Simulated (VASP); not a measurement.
A run of VASP 6.6.1 is set up as follows.

File INCAR:

```
SYSTEM = Ti
PREC = Accurate
ENCUT = 520
EDIFF = 1E-7
ISMEAR = 1
SIGMA = 0.1
LREAL = .False.
LASPH = .True.
NELM = 60
ALGO = Normal
ISIF = 2
LWAVE = .False.
LCHARG = .False.
GGA = PE
NBANDS = 19
```

Contents of KPOINTS:

```
Automatic mesh
0
Gamma
  11 11 6
  0 0 0
```

The input POSCAR:

```
Ti
1.0
    2.9792098204      0.0000000000      0.0000000000
   -1.4896049102      2.5800713865      0.0000000000
    0.0000000000      0.0000000000      4.7263396474
Ti
2
Direct
    0.3333333333      0.6666666667      0.2500000000
    0.6666666667      0.3333333333      0.7500000000
```

Potentials or basis: VASP PAW PBE potentials, release 64 (Ti_sv).

The run is started by

```sh
$ cat potpaw_PBE.64/Ti_sv/POTCAR > POTCAR
$ mpirun -np 1 vasp_std > vasp.out
```

Question: Predict the pressure.

Answer: -4.7 GPa.

Question: Estimate the band gap on the k mesh.

Answer: Zero (band 12 reaches 8.62 eV, above the bottom of band 13 at 7.62 eV).
